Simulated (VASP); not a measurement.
# Bi: single point with LDA

System: Bi, a slab with vacuum.

```xyz
2
Lattice="4.3510 0.0000 0.0000 -2.1755 3.7681 0.0000 0.0000 0.0000 28.0000" Properties=species:S:1:pos:R:3 pbc="T T T"
Bi    0.0000    2.5121   14.1840
Bi    2.1755    1.2560   13.8160
```

```
Program             : VASP 6.6.1
Task                : single point
Functional          : LDA
Potentials or basis : VASP PAW LDA potentials, release 64 (Bi_d)
Cutoff              : 520 eV
k mesh              : 9 × 9 × 1
Occupations         : gaussian, width 0.02 eV
Spin                : no spin polarisation
```

```
Largest force          : 2.240 eV/Å
Band gap on the k mesh : zero (bands 15 and 16 overlap by 0.44 eV)
```

Forces in eV/Å, atoms in the order of the input:
```
Bi   0.000  0.000  2.240
Bi   0.000  0.000 -2.240
```

Levels at points of the mesh, in eV from the Fermi level:
```tsv
k point	band 12	band 13	band 14	band 15	band 16	band 17	band 18	band 19
(0.00, 0.00, 0.00)	-5.80	-3.32	-2.52	-2.52	2.13	2.43	2.43	3.93
```

Wall time 4 min on 1 thread of Intel Xeon 8259CL (shared host), peak memory 0.41 GiB.

Caveat: spin-orbit coupling is left out, which moves the levels of the heavy elements.
